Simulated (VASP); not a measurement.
# AgCl (Fm-3m) in VASP: further runs, part 2 of 2

VASP 6.6.1. Earlier steps stand in the parts before.

## (4) Phonons, r2SCAN

This run uses another cell than the first one, of 19.18 Å³/atom.

INCAR

```
PREC = Accurate
ENCUT = 520
EDIFF = 1E-8
ISMEAR = 0
SIGMA = 0.01
LREAL = F
LASPH = T
NELM = 80
ALGO = Normal
ISIF = 2
LWAVE = F
LCHARG = F
METAGGA = R2SCAN
LMIXTAU = T
NBANDS = 16
IBRION = 6
NFREE = 2
POTIM = 0.015
NSW = 1
```

KPOINTS

```
regular mesh
0
Gamma
  8 8 8
```

POSCAR

```
AgCl
1.0
    2.6766827448      2.6766827448      0.0000000000
   -2.6766827448      2.6766827448      0.0000000000
    0.0000000000      2.6766827448      2.6766827448
Ag Cl
1 1
Direct
    0.0000000000      0.0000000000      0.0000000000
    0.5000000000      0.5000000000      0.0000000000
```

Potentials or basis: VASP PAW PBE potentials, release 64 (Ag, Cl).

Command:

```sh
> cat potpaw_PBE.64/Ag/POTCAR potpaw_PBE.64/Cl/POTCAR > POTCAR
> mpirun -np 1 vasp_std > vasp.out
```

OUTCAR:

```text
PREC = Accurate
   ENCUT = 520
   EDIFF = 1E-8
   ISMEAR = 0
   LREAL = F
   LASPH = T
   NELM = 80
   ISIF = 2
   METAGGA = R2SCAN
   IBRION = 6
   NFREE = 2
   POTIM = 0.015
   NSW = 1

 ion  position               nearest neighbor table
   1  0.000  0.000  0.000-   2 2.68   2 2.68   2 2.68   2 2.68   2 2.68   2 2.68
   2  0.500  0.500  0.000-   1 2.68   1 2.68   1 2.68   1 2.68   1 2.68   1 2.68

  LATTYP: Found a face centered cubic cell.
 ALAT       =     5.3533654896

  Lattice vectors:

 A1 = (   0.0000000000,   2.6766827448,   2.6766827448)
 A2 = (   2.6766827448,   0.0000000000,   2.6766827448)
 A3 = (   2.6766827448,   2.6766827448,   0.0000000000)

Analysis of symmetry for initial positions (statically):
=====================================================================
 Subroutine PRICEL returns:
 Original cell was already a primitive cell.

 Routine SETGRP: Setting up the symmetry group for a
 face centered cubic supercell.

 Subroutine GETGRP returns: Found 48 space group operations
 (whereof 48 operations were pure point group operations)
 out of a pool of 48 trial point group operations.

The static configuration has the point symmetry O_h .

Analysis of symmetry for dynamics (positions and initial velocities):
=====================================================================
 Subroutine PRICEL returns:
 Original cell was already a primitive cell.

 Routine SETGRP: Setting up the symmetry group for a
 face centered cubic supercell.

 Subroutine GETGRP returns: Found 48 space group operations
 (whereof 48 operations were pure point group operations)
 out of a pool of 48 trial point group operations.

[... 301 lines left out ...]
  energy without entropy =      -28.55860605  energy(sigma->0) =      -28.55860605

 E-fermi :   5.0352     XC(G=0): -11.1101

 val. band max:        4.9834584499   @ k =   0.5000   0.0000   0.0000
 cond. band min:       6.4305523771   @ k =   0.0000   0.0000   0.0000
 fundamental gap:      1.4470939272
 Fermi energy:         5.0351622869

 k-point     1 :       0.0000    0.0000    0.0000
  band No.  band energies     occupation
      1     -11.6172      2.00000
      2       2.0115      2.00000
      3       2.0201      2.00000
      4       2.0201      2.00000
      5       2.0602      2.00000
      6       2.0993      2.00000
[... 433 lines left out ...]
      3      -0.0006      2.00000
      4       0.0668      2.00000
      5       2.4519      2.00000
      6       2.5314      2.00000
[... 8 lines left out ...]
     15      19.5218      0.00000
     16      21.0407      0.00000

 [... further k-points ...]

------------------------ aborting loop because EDIFF is reached ----------------------------------------

  FORCE on cell =-STRESS in cart. coord.  units (eV):
  Direction    XX          YY          ZZ          XY          YZ          ZX
  --------------------------------------------------------------------------------------
  -------------------------------------------------------------------------------------
  Total        1.6685460      1.6638779      1.6638779      0.0000000      0.0000000     -0.0000000
  in kB       69.6992435     69.5042479     69.5042479      0.0000000      0.0000000     -0.0000000
  external PRESSURE =      69.5692465 kB  Pullay stress =       0.0000000 kB
[... 17 lines left out ...]
  FREE ENERGIE OF THE ION-ELECTRON SYSTEM (eV)
  ---------------------------------------------------
  free  energy   TOTEN  =       -28.5586060473 eV

  energy  without entropy=      -28.5586060473  energy(sigma->0) =      -28.55860605

 INTERNAL STRAIN TENSORS FROM DISPLACED ATOMS
 ============================================

 INTERNAL STRAIN TENSOR FOR ION    1 for displacements in x,y,z  (eV/Angst):
          X           Y           Z          XY          YZ          ZX
  --------------------------------------------------------------------------------
  x     0.00000     0.00000     0.00000     0.00000     0.00000     0.00000
  y     0.00000     0.00000     0.00000     0.00000     0.00000     0.00000
  z     0.00000     0.00000     0.00000     0.00000     0.00000     0.00000

 INTERNAL STRAIN TENSOR FOR ION    2 for displacements in x,y,z  (eV/Angst):
          X           Y           Z          XY          YZ          ZX
  --------------------------------------------------------------------------------
  x     0.00000     0.00000     0.00000     0.00000     0.00000     0.00000
  y     0.00000     0.00000     0.00000     0.00000     0.00000     0.00000
  z     0.00000     0.00000     0.00000     0.00000     0.00000     0.00000

 Eigenvectors and eigenvalues of the dynamical matrix
 ----------------------------------------------------

   1 f  =    4.808456 THz    30.212421 2PiTHz  160.392835 cm-1    19.886168 meV
             X         Y         Z           dx          dy          dz
      0.000000  0.000000  0.000000     0.496850    0.000000   -0.000000
      0.000000  2.676683  0.000000    -0.867836   -0.000000    0.000000
[... 21 lines left out ...]
   6 f/i=    0.002829 THz     0.017776 2PiTHz    0.094372 cm-1     0.011701 meV
             X         Y         Z           dx          dy          dz
      0.000000  0.000000  0.000000    -0.867836   -0.000000   -0.000000
      0.000000  2.676683  0.000000    -0.496850    0.000000    0.000000

 ELASTIC MODULI CONTR FROM IONIC RELAXATION (kBar)
 Direction    XX          YY          ZZ          XY          YZ          ZX
 --------------------------------------------------------------------------------
 XX           0.0000      0.0000      0.0000      0.0000      0.0000      0.0000
 YY           0.0000      0.0000      0.0000      0.0000      0.0000      0.0000
 ZZ           0.0000      0.0000      0.0000      0.0000      0.0000      0.0000
 XY           0.0000      0.0000      0.0000      0.0000      0.0000      0.0000
 YZ           0.0000      0.0000      0.0000      0.0000      0.0000      0.0000
 ZX           0.0000      0.0000      0.0000      0.0000      0.0000      0.0000
 --------------------------------------------------------------------------------
```

OSZICAR:

```text
N       E                     dE             d eps       ncg     rms          rms(c)
DAV:   1     0.764395133774E+02    0.76440E+02   -0.89218E+03   928   0.106E+03
DAV:   2    -0.299673517139E+02   -0.10641E+03   -0.98698E+02  1200   0.234E+02
DAV:   3    -0.335567359418E+02   -0.35894E+01   -0.35823E+01  1120   0.454E+01
[... 64 lines left out ...]
DAV:   6    -0.285586009435E+02   -0.22983E-04   -0.34460E-05  2064   0.496E-02    0.853E-03
DAV:   7    -0.285586037641E+02   -0.28206E-05   -0.11855E-06  2536   0.950E-03    0.650E-03
DAV:   8    -0.285586056089E+02   -0.18448E-05   -0.15868E-06  1976   0.121E-02    0.210E-03
DAV:   9    -0.285586060266E+02   -0.41776E-06   -0.18968E-07  2200   0.393E-03    0.482E-04
DAV:  10    -0.285586060541E+02   -0.27430E-07   -0.24186E-08  2208   0.141E-03    0.797E-04
DAV:  11    -0.285586060473E+02    0.67732E-08   -0.10743E-09  1080   0.300E-04
   5 F= -.28558606E+02 E0= -.28558606E+02  d E =-.207359E-15
```

Wall time 14 min (1 thread of AMD EPYC 7R13, shared host); peak memory 0.21 GiB.

What came out:

```yaml
Highest_phonon_frequency_at_Γ_LO-TO_splitting_left_out: 160 cm⁻¹
```

Phonon frequencies in cm⁻¹ (negative: imaginary):
| q point | frequencies |
| --- | --- |
| (0.000, 0.000, 0.000) | 0 0 0 160 160 160 |

Caveat: the cell stands under pressure or tension, which shifts response properties; the PAW data sets were made with another functional, which shifts forces and pressure a little.

## (5) Phonons, r2SCAN

This run uses another cell than the first one, of 19.94 Å³/atom.

INCAR

```
ALGO = Normal ; EDIFF = 1E-8
ENCUT = 520 ; IBRION = 6
ISIF = 2 ; ISMEAR = 0
LASPH = True ; LCHARG = True
LMIXTAU = True ; LREAL = False
LWAVE = False ; METAGGA = R2SCAN
NBANDS = 16 ; NELM = 80
NFREE = 2 ; NSW = 1
POTIM = 0.015 ; PREC = Accurate
SIGMA = 0.01
```

KPOINTS

```
k-points
0
Gamma
  8 8 8
```

POSCAR

```
AgCl
1.0
    2.7119267704      2.7119267704      0.0000000000
   -2.7119267704      2.7119267704      0.0000000000
    0.0000000000      2.7119267704      2.7119267704
Ag Cl
1 1
Direct
    0.0000000000      0.0000000000      0.0000000000
    0.5000000000      0.5000000000      0.0000000000
```

Potentials or basis: VASP PAW PBE potentials, release 64 (Ag, Cl).

Command:

```sh
> cat potpaw_PBE.64/Ag/POTCAR potpaw_PBE.64/Cl/POTCAR > POTCAR
> mpirun -np 1 vasp_std > vasp.out
```

OUTCAR:

```text
EDIFF = 1E-8
   ENCUT = 520
   IBRION = 6
   ISIF = 2
   ISMEAR = 0
   LASPH = True
   LREAL = False
   METAGGA = R2SCAN
   NELM = 80
   NFREE = 2
   NSW = 1
   POTIM = 0.015
   PREC = Accurate

 ion  position               nearest neighbor table
   1  0.000  0.000  0.000-   2 2.71   2 2.71   2 2.71   2 2.71   2 2.71   2 2.71
   2  0.500  0.500  0.000-   1 2.71   1 2.71   1 2.71   1 2.71   1 2.71   1 2.71

  LATTYP: Found a face centered cubic cell.
 ALAT       =     5.4238535408

  Lattice vectors:

 A1 = (   0.0000000000,   2.7119267704,   2.7119267704)
 A2 = (   2.7119267704,   0.0000000000,   2.7119267704)
 A3 = (   2.7119267704,   2.7119267704,   0.0000000000)

Analysis of symmetry for initial positions (statically):
=====================================================================
 Subroutine PRICEL returns:
 Original cell was already a primitive cell.

 Routine SETGRP: Setting up the symmetry group for a
 face centered cubic supercell.

 Subroutine GETGRP returns: Found 48 space group operations
 (whereof 48 operations were pure point group operations)
 out of a pool of 48 trial point group operations.

The static configuration has the point symmetry O_h .

Analysis of symmetry for dynamics (positions and initial velocities):
=====================================================================
 Subroutine PRICEL returns:
 Original cell was already a primitive cell.

 Routine SETGRP: Setting up the symmetry group for a
 face centered cubic supercell.

 Subroutine GETGRP returns: Found 48 space group operations
 (whereof 48 operations were pure point group operations)
 out of a pool of 48 trial point group operations.

The dynamic configuration has the point symmetry O_h .

 Subroutine INISYM returns: Found 48 space group operations
[... 303 lines left out ...]
 val. band max:        4.4293634882   @ k =   0.5000   0.0000   0.0000
 cond. band min:       5.8605400961   @ k =   0.0000   0.0000   0.0000
 fundamental gap:      1.4311766078
 Fermi energy:         4.5214654546

 k-point     1 :       0.0000    0.0000    0.0000
  band No.  band energies     occupation
      1     -11.8679      2.00000
      2       1.6465      2.00000
      3       1.6563      2.00000
      4       1.6563      2.00000
      5       1.7010      2.00000
      6       1.7314      2.00000
[... 433 lines left out ...]
      3      -0.2527      2.00000
      4      -0.1936      2.00000
      5       2.0554      2.00000
      6       2.1294      2.00000
[... 8 lines left out ...]
     15      18.8461      0.00000
     16      20.3416      0.00000

 [... further k-points ...]

------------------------ aborting loop because EDIFF is reached ----------------------------------------

  FORCE on cell =-STRESS in cart. coord.  units (eV):
  Direction    XX          YY          ZZ          XY          YZ          ZX
  --------------------------------------------------------------------------------------
  -------------------------------------------------------------------------------------
  Total        0.9776492      0.9736101      0.9736101      0.0000000      0.0000000     -0.0000000
  in kB       39.2671831     39.1049532     39.1049532      0.0000000      0.0000000     -0.0000000
  external PRESSURE =      39.1590298 kB  Pullay stress =       0.0000000 kB
[... 17 lines left out ...]
  FREE ENERGIE OF THE ION-ELECTRON SYSTEM (eV)
  ---------------------------------------------------
  free  energy   TOTEN  =       -28.6110035680 eV

  energy  without entropy=      -28.6110035680  energy(sigma->0) =      -28.61100357

 INTERNAL STRAIN TENSORS FROM DISPLACED ATOMS
 ============================================

 INTERNAL STRAIN TENSOR FOR ION    1 for displacements in x,y,z  (eV/Angst):
          X           Y           Z          XY          YZ          ZX
  --------------------------------------------------------------------------------
  x     0.00000     0.00000     0.00000     0.00000     0.00000     0.00000
  y     0.00000     0.00000     0.00000     0.00000     0.00000     0.00000
  z     0.00000     0.00000     0.00000     0.00000     0.00000     0.00000

 INTERNAL STRAIN TENSOR FOR ION    2 for displacements in x,y,z  (eV/Angst):
          X           Y           Z          XY          YZ          ZX
  --------------------------------------------------------------------------------
  x     0.00000     0.00000     0.00000     0.00000     0.00000     0.00000
  y     0.00000     0.00000     0.00000     0.00000     0.00000     0.00000
  z     0.00000     0.00000     0.00000     0.00000     0.00000     0.00000

 Eigenvectors and eigenvalues of the dynamical matrix
 ----------------------------------------------------

   1 f  =    4.300237 THz    27.019188 2PiTHz  143.440478 cm-1    17.784345 meV
             X         Y         Z           dx          dy          dz
      0.000000  0.000000  0.000000     0.000000    0.495801    0.000000
      0.000000  2.711927  0.000000     0.000000   -0.868436    0.000000
[... 21 lines left out ...]
   6 f/i=    0.007730 THz     0.048570 2PiTHz    0.257851 cm-1     0.031969 meV
             X         Y         Z           dx          dy          dz
      0.000000  0.000000  0.000000     0.000000    0.000000    0.868436
      0.000000  2.711927  0.000000     0.000000    0.000000    0.495801

 ELASTIC MODULI CONTR FROM IONIC RELAXATION (kBar)
 Direction    XX          YY          ZZ          XY          YZ          ZX
 --------------------------------------------------------------------------------
 XX           0.0000      0.0000      0.0000      0.0000      0.0000      0.0000
 YY           0.0000      0.0000      0.0000      0.0000      0.0000      0.0000
 ZZ           0.0000      0.0000      0.0000      0.0000      0.0000      0.0000
 XY           0.0000      0.0000      0.0000      0.0000      0.0000      0.0000
 YZ           0.0000      0.0000      0.0000      0.0000      0.0000      0.0000
 ZX           0.0000      0.0000      0.0000      0.0000      0.0000      0.0000
 --------------------------------------------------------------------------------
```

OSZICAR:

```text
N       E                     dE             d eps       ncg     rms          rms(c)
DAV:   1     0.763334353630E+02    0.76333E+02   -0.89058E+03   928   0.105E+03
DAV:   2    -0.300222050341E+02   -0.10636E+03   -0.97614E+02  1208   0.234E+02
DAV:   3    -0.336259928647E+02   -0.36038E+01   -0.35950E+01  1112   0.455E+01
[... 69 lines left out ...]
DAV:   6    -0.286109988432E+02   -0.32947E-04   -0.41882E-05  2016   0.547E-02    0.808E-03
DAV:   7    -0.286110007827E+02   -0.19395E-05   -0.13634E-06  2560   0.106E-02    0.679E-03
DAV:   8    -0.286110030411E+02   -0.22584E-05   -0.17908E-06  2000   0.130E-02    0.235E-03
DAV:   9    -0.286110035421E+02   -0.50097E-06   -0.20709E-07  2200   0.413E-03    0.390E-04
DAV:  10    -0.286110035738E+02   -0.31692E-07   -0.29879E-08  2256   0.153E-03    0.746E-04
DAV:  11    -0.286110035680E+02    0.57821E-08   -0.98687E-10  1112   0.278E-04
   5 F= -.28611004E+02 E0= -.28611004E+02  d E =-.117080E-40
```

Wall time 19 min (1 thread of AMD EPYC 7R13, shared host); peak memory 0.22 GiB.

What came out:

* Highest phonon frequency at Γ, LO-TO splitting left out: 143 cm⁻¹

Phonon frequencies in cm⁻¹ (negative: imaginary):
```
              q point        frequencies
(0.000, 0.000, 0.000)  0 0 0 143 143 143
```

Caveat: the cell stands under pressure or tension, which shifts response properties; the PAW data sets were made with another functional, which shifts forces and pressure a little.
